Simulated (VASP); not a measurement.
# CaO4 (Cmmm) in VASP: single point with PBE

Aim: the single point of CaO4 with PBE.

Program: VASP 6.6.1. These are calculated values, not measurements. Logs are shortened: lines on timing, memory, paths and dates and some standing lists are left out, and cuts for length are marked.

## (1) The cell of the first run

It takes space group Cmmm (No. 65, orthorhombic). Conventional cell: a = 4.821 Å, b = 6.151 Å, c = 4.614 Å, α = 90.00°, β = 90.00°, γ = 90.00°. Within 3.2 Å of Ca (site symmetry mmm) lie 10 O at 2.40 to 2.50 Å. O (site symmetry m2m) has 1 O at 1.34 Å within 1.8 Å. O (site symmetry 2mm) has 1 O at 1.33 Å within 1.8 Å.

## (2) Single point, PBE

INCAR

```
  ALGO = Normal
  EDIFF = 1E-6
  ENCUT = 520
  GGA = PE
  ISIF = 2
  ISMEAR = 0
  LASPH = T
  LCHARG = F
  LREAL = F
  LWAVE = F
  NBANDS = 25
  NELM = 60
  PREC = Accurate
  SIGMA = 0.1
```

KPOINTS

```
k-points
0
Gamma
  4 4 6
```

POSCAR

```
CaO4
1.0
    2.4103524967     -3.0754698487      0.0000000000
    2.4103524967      3.0754698487      0.0000000000
    0.0000000000      0.0000000000      4.6143998517
Ca O
1 4
Direct
    0.0000000000      0.0000000000      0.0000000000
    0.6087643156      0.3912356844      0.0000000000
    0.3912356844      0.6087643156      0.0000000000
    0.8616235580      0.8616235580      0.5000000000
    0.1383764420      0.1383764420      0.5000000000
```

Potentials or basis: VASP PAW PBE potentials, release 64 (Ca_sv, O).

Run with:

```sh
> cat potpaw_PBE.64/Ca_sv/POTCAR potpaw_PBE.64/O/POTCAR > POTCAR
> mpirun -np 1 vasp_std > vasp.out
```

OUTCAR:

```text
EDIFF = 1E-6
   ENCUT = 520
   GGA = PE
   ISIF = 2
   ISMEAR = 0
   LASPH = T
   LREAL = F
   NELM = 60
   PREC = Accurate

 ion  position               nearest neighbor table
   1  0.000  0.000  0.000-   4 2.40   5 2.40   4 2.40   5 2.40   2 2.41   3 2.41   2 2.50   3 2.50
                             2 2.50   3 2.50
   2  0.609  0.391  0.000-   3 1.34   1 2.41   1 2.50   1 2.50
   3  0.391  0.609  0.000-   2 1.34   1 2.41   1 2.50   1 2.50
   4  0.862  0.862  0.500-   5 1.33   1 2.40   1 2.40
   5  0.138  0.138  0.500-   4 1.33   1 2.40   1 2.40

  LATTYP: Found a base centered orthorhombic cell.
 ALAT       =     4.8207049934
 B/A-ratio  =     1.2759419433
 C/A-ratio  =     0.9572043629

  Lattice vectors:

 A1 = (   2.4103524967,  -3.0754698487,   0.0000000000)
 A2 = (   2.4103524967,   3.0754698487,   0.0000000000)
 A3 = (   0.0000000000,   0.0000000000,   4.6143998517)

Analysis of symmetry for initial positions (statically):
=====================================================================
 Subroutine PRICEL returns:
 Original cell was already a primitive cell.

 Routine SETGRP: Setting up the symmetry group for a
 base centered orthorhombic supercell.

 Subroutine GETGRP returns: Found  8 space group operations
 (whereof  8 operations were pure point group operations)
 out of a pool of  8 trial point group operations.

The static configuration has the point symmetry D_2h.

Analysis of symmetry for dynamics (positions and initial velocities):
=====================================================================
 Subroutine PRICEL returns:
 Original cell was already a primitive cell.

 Routine SETGRP: Setting up the symmetry group for a
 base centered orthorhombic supercell.

 Subroutine GETGRP returns: Found  8 space group operations
 (whereof  8 operations were pure point group operations)
 out of a pool of  8 trial point group operations.

The dynamic configuration has the point symmetry D_2h.

 Subroutine INISYM returns: Found  8 space group operations
 (whereof  8 operations are pure point group operations),
 and found     1 'primitive' translations

----------------------------------------------------------------------------------------

                                     Primitive cell

  volume of cell :      68.4128

  direct lattice vectors                    reciprocal lattice vectors
     2.410352497 -3.075469849  0.000000000     0.207438539 -0.162576785  0.000000000
     2.410352497  3.075469849  0.000000000     0.207438539  0.162576785  0.000000000
     0.000000000  0.000000000  4.614399852     0.000000000  0.000000000  0.216712906

  length of vectors
     3.907468995  3.907468995  4.614399852     0.263556367  0.263556367  0.216712906

  position of ions in fractional coordinates (direct lattice)
     0.000000000  0.000000000  0.000000000
     0.608764316  0.391235684  0.000000000
     0.391235684  0.608764316  0.000000000
     0.861623558  0.861623558  0.500000000
     0.138376442  0.138376442  0.500000000

  ion indices of the primitive-cell ions
   primitive index   ion index
                 1           1
                 2           2
                 3           3
                 4           4
                 5           5

----------------------------------------------------------------------------------------

 KPOINTS: k-points

Automatic generation of k-mesh.
 Grid dimensions read from file:
 generate k-points for:    4    4    6

 Generating k-lattice:

  Cartesian coordinates                     Fractional coordinates (reciprocal lattice)
     0.051859635 -0.040644196  0.000000000     0.250000000  0.000000000  0.000000000
     0.051859635  0.040644196  0.000000000     0.000000000  0.250000000  0.000000000
     0.000000000  0.000000000  0.036118818     0.000000000  0.000000000  0.166666667

  Length of vectors
     0.065889092  0.065889092  0.036118818

  Shift w.r.t. Gamma in fractional coordinates (k-lattice)
     0.000000000  0.000000000  0.000000000

 Subroutine IBZKPT returns following result:
 ===========================================

 Found     28 irreducible k-points:

 Following reciprocal coordinates:
            Coordinates               Weight
  0.000000  0.000000  0.000000      1.000000
  0.250000 -0.000000  0.000000      4.000000
  0.500000 -0.000000  0.000000      2.000000
  0.250000  0.250000  0.000000      2.000000
  0.500000  0.250000  0.000000      4.000000
 -0.250000  0.250000  0.000000      2.000000
[... 16 lines left out ...]
  0.250000 -0.000000  0.500000      4.000000
  0.500000 -0.000000  0.500000      2.000000
 [... further k-points ...]
   k-points           NKPTS =     28   k-points in BZ     NKDIM =     28   number of bands    NBANDS=     25
   number of dos      NEDOS =    301   number of ions     NIONS =      5
   total plane-waves  NPLWV =  32400
   dimension x,y,z NGX =    30 NGY =   30 NGZ =   36
   dimension x,y,z NGXF=    60 NGYF=   60 NGZF=   72
   ions per type =               1   4
   NGX,Y,Z   is equivalent  to a cutoff of  12.76, 12.76, 12.97 a.u.
   NGXF,Y,Z  is equivalent  to a cutoff of  25.53, 25.53, 25.94 a.u.
 SYSTEM =  unknown system
   PREC   = accura    normal or accurate (medium, high low for compatibility)
   ISTART =      0    job   : 0-new  1-cont  2-samecut
   ICHARG =      2    charge: 1-file 2-atom 10-const
   ISPIN  =      1    spin polarized calculation?
   LNONCOLLINEAR =      F non collinear calculations
   LSORBIT =      F    spin-orbit coupling
   LASPH  =      T    aspherical Exc in radial PAW
   ENCUT  =  520.0 eV  38.22 Ry    6.18 a.u.   7.27  7.27  8.58*2*pi/ulx,y,z
   NELM   =     60;   NELMIN=  2; NELMDL= -5     # of ELM steps
   EDIFF  = 0.1E-05   stopping-criterion for ELM
   LREAL  =      F    real-space projection
   EDIFFG = 0.1E-04   stopping-criterion for IOM
   NSW    =      0    number of steps for IOM
   IBRION =     -1    ionic relax: 0-MD 1-quasi-New 2-CG
   NFREE  =      0    steps in history (QN), initial steepest desc. (CG)
   ISIF   =      2    stress and relaxation
   ISYM   =      2    0-nonsym 1-usesym 2-fastsym
   POTIM  = 0.5000    time-step for ionic-motion
   TEBEG  =    0.0;   TEEND  =   0.0 temperature during run
   PSTRESS=    0.0 pullay stress
   NELECT =      34.0000    total number of electrons
   NUPDOWN=      -1.0000    fix difference up-down
   EMIN   =  10.00;   EMAX   =-10.00  energy-range for DOS
   EFERMI =   0.00;   METHOD = LEGACY
   ISMEAR =     0;   SIGMA  =   0.10  broadening in eV -4-tet -1-fermi 0-gaus
   EFERMI_NEDOS =   21; number of points for ismear=-14 and -15
   IALGO  =     38    algorithm
   IMIX   =      4    mixing-type and parameters
     AMIX     =   0.40;   BMIX     =  1.00
     AMIX_MAG =   1.60;   BMIX_MAG =  1.00
  volume/ion in A,a.u.               =      13.68        92.33
  Fermi-wavevector in a.u.,A,eV,Ry     =   1.296747  2.450497 22.878929  1.681554
  Thomas-Fermi vector in A             =   2.428184
   LORBIT       =      0    0 simple, 1 ext, 2 COOP (PROOUT), +10 PAW based schemes
   GGA     = PE    functional components
   LHFCALC =     F    Hartree Fock is set to
   AEXX    =    0.0000 exact exchange contribution
   IVDW    =     0    specifies the selected vdW correction
   LEPSILON=     F    determine dielectric tensor
   LRPA    =     F    only Hartree local field effects (RPA)
 non-spin polarized calculation
 Gauss-broadening in eV      SIGMA  =   0.10
  energy-cutoff  :      520.00
  volume of cell :       68.41
 maximum number of plane-waves:      1871
 NGX is ok and might be reduce to    30
   NGX = 15   NGY = 15   NGZ = 17

 number of electron      34.0000005 magnetization

 Free energy of the ion-electron system (eV)
  ---------------------------------------------------
  ext. energy  EPLUGINS =         0.00000000
  ---------------------------------------------------
  free energy    TOTEN  =       -26.58715459 eV

  energy without entropy =      -26.56238080  energy(sigma->0) =      -26.57476770

 E-fermi :   0.9274     XC(G=0):  -9.2256

 val. band max:        0.9266774034   @ k =   0.2500   0.2500   0.0000
 cond. band min:       0.9324483400   @ k =   0.2500  -0.0000   0.0000
 fundamental gap:      0.0057709365
 Fermi energy:         0.9273676800

 k-point     1 :       0.0000    0.0000    0.0000
  band No.  band energies     occupation
      1     -38.0938      2.00000
      2     -22.7306      2.00000
      3     -22.4784      2.00000
      4     -19.2104      2.00000
      5     -19.1806      2.00000
      6     -19.1128      2.00000
[... 17 lines left out ...]
     24       8.3679      0.00000
     25       8.5498      0.00000

 k-point     2 :       0.2500   -0.0000    0.0000
  band No.  band energies     occupation
      1     -38.0890      2.00000
      2     -22.7163      2.00000
      3     -22.5694      2.00000
      4     -19.2043      2.00000
      5     -19.1850      2.00000
      6     -18.9658      2.00000
[... 17 lines left out ...]
     24       8.7751      0.00000
     25       8.8201      0.00000

 k-point     3 :       0.5000   -0.0000    0.0000
  band No.  band energies     occupation
      1     -38.0842      2.00000
      2     -22.7004      2.00000
      3     -22.6569      2.00000
      4     -19.1983      2.00000
      5     -19.1910      2.00000
      6     -18.8197      2.00000
[... 17 lines left out ...]
     24       8.8388      0.00000
     25       9.9245      0.00000

 k-point     4 :       0.2500    0.2500    0.0000
  band No.  band energies     occupation
      1     -38.0842      2.00000
      2     -22.6836      2.00000
      3     -22.6428      2.00000
      4     -19.2903      2.00000
      5     -19.1984      2.00000
      6     -18.8312      2.00000
[... 17 lines left out ...]
     24       8.5495      0.00000
     25       8.8192      0.00000
[... 477 lines left out ...]
 k-point    22 :       0.0000    0.0000    0.5000
  band No.  band energies     occupation
      1     -38.0899      2.00000
      2     -22.9621      2.00000
      3     -22.5228      2.00000
      4     -19.1776      2.00000
      5     -19.0960      2.00000
      6     -18.7068      2.00000
[... 17 lines left out ...]
     24       8.5114      0.00000
     25       9.0409      0.00000

 k-point    23 :       0.2500   -0.0000    0.5000
  band No.  band energies     occupation
      1     -38.0851      2.00000
      2     -22.9469      2.00000
      3     -22.6116      2.00000
      4     -19.1815      2.00000
      5     -18.9512      2.00000
      6     -18.7032      2.00000
[... 17 lines left out ...]
     24       8.3855      0.00000
     25       9.9781      0.00000

 k-point    24 :       0.5000   -0.0000    0.5000
  band No.  band energies     occupation
      1     -38.0803      2.00000
      2     -22.9316      2.00000
      3     -22.6952      2.00000
      4     -19.1873      2.00000
      5     -18.8067      2.00000
      6     -18.6996      2.00000
[... 17 lines left out ...]
     24       9.2626      0.00000
     25      10.6095      0.00000

 [... further k-points ...]
[... 5 lines left out ...]
  --------------------------------------------------------------------------------------
  -------------------------------------------------------------------------------------
  Total        0.6579912      0.4720358      0.2378944      0.0000000      0.0000000      0.0000000
  in kB       15.4096717     11.0547321      5.5713128      0.0000000      0.0000000      0.0000000
  external PRESSURE =      10.6785722 kB  Pullay stress =       0.0000000 kB

 VOLUME and BASIS-vectors are now :
 -----------------------------------------------------------------------------
  energy-cutoff  :      520.00
  volume of cell :       68.41
      direct lattice vectors                 reciprocal lattice vectors
     2.410352497 -3.075469849  0.000000000     0.207438539 -0.162576785  0.000000000
     2.410352497  3.075469849  0.000000000     0.207438539  0.162576785  0.000000000
     0.000000000  0.000000000  4.614399852     0.000000000  0.000000000  0.216712906

 POSITION                                       TOTAL-FORCE (eV/Angst)
 -----------------------------------------------------------------------------------
      0.00000      0.00000      0.00000         0.000000      0.000000      0.000000
      2.41035     -0.66900      0.00000         0.000000     -0.377249      0.000000
      2.41035      0.66900      0.00000         0.000000      0.377249      0.000000
      4.15363      0.00000      2.30720        -0.448430      0.000000     -0.000000
      0.66707      0.00000      2.30720         0.448430      0.000000      0.000000
 -----------------------------------------------------------------------------------
    total drift:                                0.000000      0.000000     -0.000000

  FREE ENERGIE OF THE ION-ELECTRON SYSTEM (eV)
  ---------------------------------------------------
  free  energy   TOTEN  =       -26.5871545930 eV

  energy  without entropy=      -26.5623808019  energy(sigma->0) =      -26.57476770
```

Run time: 1.9 min. Hardware: 1 thread of AMD EPYC, shared host; peak memory 0.17 GiB.

What came out:

* Free energy: -26.5872 eV
* Pressure: 1.1 GPa
* Largest force: 0.448 eV/Å
* Band gap on the k mesh: zero (band 17 reaches 1.08 eV, above the bottom of band 18 at 0.84 eV)

Forces on the atoms (eV/Å):
```
Ca   0.000  0.000  0.000
O    0.000 -0.377  0.000
O    0.000  0.377  0.000
O   -0.448  0.000  0.000
O    0.448  0.000  0.000
```

Levels at points of the mesh, in eV from the Fermi level:
```
           k point  band 15  band 16  band 17  band 18  band 19  band 20
(0.00, 0.00, 0.00)    -1.97    -0.61    -0.17     0.10     6.38     6.52
(0.50, 0.00, 0.00)    -0.47    -0.37    -0.14    -0.09     4.69     5.84
(0.50, 0.50, 0.00)    -0.84    -0.56     0.03     0.49     6.04     6.24
(0.00, 0.00, 0.50)    -1.77    -0.42     0.01     0.05     6.57     6.67
(0.50, 0.00, 0.50)    -0.62    -0.47    -0.13     0.37     4.74     6.23
(0.50, 0.50, 0.50)    -0.37    -0.09     0.16     0.37     6.07     6.18
```

Caveat: the k points lie up to 0.41 Å⁻¹ apart.
